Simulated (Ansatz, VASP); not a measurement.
## SnO2 in VASP and in Ansatz

The input INCAR:

```
PREC = Accurate
ENCUT = 520
EDIFF = 1E-6
ISMEAR = 0
SIGMA = 0.05
LREAL = F
LASPH = T
NELM = 60
ALGO = Normal
ISIF = 2
LWAVE = F
LCHARG = F
GGA = PE
IVDW = 12
NBANDS = 49
```

The input KPOINTS:

```
regular mesh
0
Gamma
  9 9 2
```

File POSCAR:

```
SnO2
1.0
   -3.2372529198      0.0000000000      0.0000000000
   -1.6186264599     -2.8035432670      0.0000000000
   -1.4567638139     -0.8410629802     15.6754773976
Sn O
3 6
Direct
    0.5434642159      0.5434642159      0.4106748359
    0.9589352543     -0.0410647457      0.1368824855
    0.1279931775      0.1279931775      0.6844671862
    0.6066445341      0.6066445341      0.2000737752
    0.7757024572     -0.2242975428      0.7476584759
    0.1911734957      0.1911734957      0.4738661255
    0.4802838977      0.4802838977      0.6212758966
    0.8957549361     -0.1042450639      0.3474835462
    0.3112259746      0.3112259746      0.0736911959
```

Input for Ansatz:

```yaml
crystal:
  lattice:
    - [-3.2372529198, 0.0, 0.0]
    - [-1.6186264599, -2.803543267, 0.0]
    - [-1.4567638139, -0.8410629802, 15.6754773976]
  atoms:
    - { symbol: Sn, position: [0.5434642159, 0.5434642159, 0.4106748359] }
    - { symbol: Sn, position: [0.9589352543, -0.0410647457, 0.1368824855] }
    - { symbol: Sn, position: [0.1279931775, 0.1279931775, 0.6844671862] }
    - { symbol: O, position: [0.6066445341, 0.6066445341, 0.2000737752] }
    - { symbol: O, position: [0.7757024572, -0.2242975428, 0.7476584759] }
    - { symbol: O, position: [0.1911734957, 0.1911734957, 0.4738661255] }
    - { symbol: O, position: [0.4802838977, 0.4802838977, 0.6212758966] }
    - { symbol: O, position: [0.8957549361, -0.1042450639, 0.3474835462] }
    - { symbol: O, position: [0.3112259746, 0.3112259746, 0.0736911959] }
basis:
  ecutwfc: 520.0
kpoints:
  mp_grid: { grid: [9, 9, 2] }
hamiltonian:
  xc: pbe
  pseudopotentials: { kind: paw, azcp: { folder: soft_1 } }
  dispersion: d3bj
scf:
  occupations: { method: gaussian, width: 0.05 }
output:
  forces: true
  stress: true
  eigenvalues: true
  write_density: true
  write_potential: true
  elf: true
  volumetric_format: npy
```

Alike in both runs: task single point; functional PBE; dispersion D3(BJ); k mesh 9 × 9 × 2; occupations gaussian, width 0.05 eV; no spin polarisation.

|  | VASP | Ansatz |
| --- | --- | --- |
| version | VASP 6.6.1 | Ansatz 0.2.0 |
| potentials or method | VASP PAW PBE potentials, release 64 (Sn_d, O), cutoff 520 eV | scalar-relativistic, plane waves, PAW |
| valence electrons in the cell | 78 | 78 |

|  | VASP | Ansatz | Ansatz less VASP |
| --- | --- | --- | --- |
| gap on the k mesh at the Fermi level (eV) | 1.93 | 1.95 | +0.021 |
| least direct gap on the mesh (eV) | 2.10 | 2.12 | +0.016 |
| pressure (GPa) | 0.4 | -0.2 | -0.57 |
| traceless stress, the component that is largest in VASP (GPa) | 0.11 | 0.47 | +0.367 |
| rms of the force components (eV/Å) | 0.081 | 0.066 | -0.0155 |

Atom by atom the forces differ by 0.026 eV/Å (rms over components). Ansatz's warnings: xc potential rough in thin density.
